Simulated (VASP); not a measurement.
C, 2 atoms in the cell. Symmetry: Fmmm, No. 69, orthorhombic system. The conventional cell has a = 2.419 Å, b = 4.190 Å, c = 6.910 Å, α = 90.00°, β = 90.00°, γ = 90.00°. Within 1.9 Å of C (site symmetry m2m) lie 3 C at 1.40 Å.  This cell differs from its parent crystal: strain -0.015 along x and y, -0.030 along z.

```yaml
Program: VASP 6.6.1
Task: single point
Functional: r2SCAN
Potentials_or_basis: VASP PAW PBE potentials, release 64 (C)
Cutoff: 520 eV
k_mesh: 14 × 14 × 14
Occupations: gaussian, width 0.05 eV
Spin: no spin polarisation
Dipole_correction: no
Further_INCAR_settings: ALGO = Normal; EDIFF = 1e-06; NBANDS = 11
```

Potentials or basis: VASP PAW PBE potentials, release 64 (C).

Command:

```sh
$ cat potpaw_PBE.64/C/POTCAR > POTCAR
$ cp INCAR.step1 INCAR
$ mpirun -np 1 vasp_std > vasp.out
$ cp INCAR.step2 INCAR
$ mpirun -np 1 vasp_std > vasp.out
```

Hardware: 1 thread of Intel Xeon 8259CL, on a shared host.

Problem. Estimate the wall time of this run.

Solution. Run time: 6.5 min on 1 thread of Intel Xeon 8259CL, on a shared host, peak memory 0.19 GiB. Counts: k points 428.
